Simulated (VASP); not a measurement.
Runs of VASP 6.6.1 on PtSe2. The structure is that of space group P-3m1 (No. 164), or close to it. The cells are those of the table. 

```tsv
task	level	spin	cell	k mesh	cutoff (eV)	gap on the mesh (eV)	pressure (GPa)	largest force (eV/Å)
relaxation of cell and atoms	PBEsol	off	relaxed from a = 3.724, b = 3.724, c = 5.062 Å, angles 90.0, 90.0, 120.0°, 3 atoms	15 × 15 × 8	600	none	0.0	-
single point	PBEsol	off	a = 3.760, b = 3.760, c = 4.863 Å, angles 90.0, 90.0, 120.0°, 3 atoms	15 × 15 × 8	520	none	0.1	(b)
single point	PBEsol+D4	off	a = 3.760, b = 3.760, c = 4.863 Å, angles 90.0, 90.0, 120.0°, 3 atoms	9 × 9 × 7	520	none	-2.2	0.01
single point	PBEsol	off	a = 3.760, b = 3.760, c = 4.863 Å, angles 90.0, 90.0, 120.0°, 3 atoms	9 × 9 × 7	520	none	0.1	-
single point	PBEsol	non-collinear, zero start, SOC	a = 3.760, b = 3.760, c = 4.863 Å, angles 90.0, 90.0, 120.0°, 3 atoms	9 × 9 × 7	520	-	(a)	0.03
```

Alike in all rows: potentials or basis VASP PAW PBE potentials, release 64 (Pt, Se); smearing gaussian 0.1 eV.

Q: Estimate the missing entries.

A: (a) 0.2; (b) 0.02.

Caveats: the PAW data sets were made with another functional, which shifts forces and pressure a little; spin-orbit coupling is left out, which moves the levels of the heavy elements (some runs); pairwise dispersion overbinds metals, which lowers pressure and volume (some runs).

A k mesh can miss the band edges, and rows without SOC leave out spin-orbit coupling on Pt, Se.

A gap of «none» marks levels without a gap at the run's occupations.
